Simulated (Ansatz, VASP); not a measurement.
## S in VASP and in Ansatz

```
S
1.0
     4.20767    0.00000    0.00000
    -2.10383    3.64395    0.00000
     0.00000    0.00000    4.43450
S
3
Direct
  0.20257 0.00000 0.33333
  0.00000 0.20257 0.66667
  0.79743 0.79743 0.00000
```

Alike in both runs: functional PBE; dispersion D3(BJ); k mesh 6 × 6 × 4; occupations gaussian, width 0.1 eV; no spin polarisation.

Ansatz relaxed the structure, and its values are those at the end. VASP's run is a single point on that final structure, the one shown.

|  | VASP | Ansatz |
| --- | --- | --- |
| version | VASP 6.6.1 | Ansatz 0.2.0 |
| potentials or method | VASP PAW PBE potentials, release 64 (S), cutoff 520 eV | scalar-relativistic, plane waves, PAW |
| valence electrons in the cell | 18 | 18 |

VASP gave:

- gap on the k mesh at the Fermi level (eV): 1.65
- least direct gap on the mesh (eV): 2.09
- pressure (GPa): -0.2
- rms of the force components (eV/Å): 0.092

**Question.** What did Ansatz give for the same quantities?

**Answer.** gap on the k mesh at the Fermi level (eV): 1.60; least direct gap on the mesh (eV): 2.03; pressure (GPa): 0.4; rms of the force components (eV/Å): 0.021.
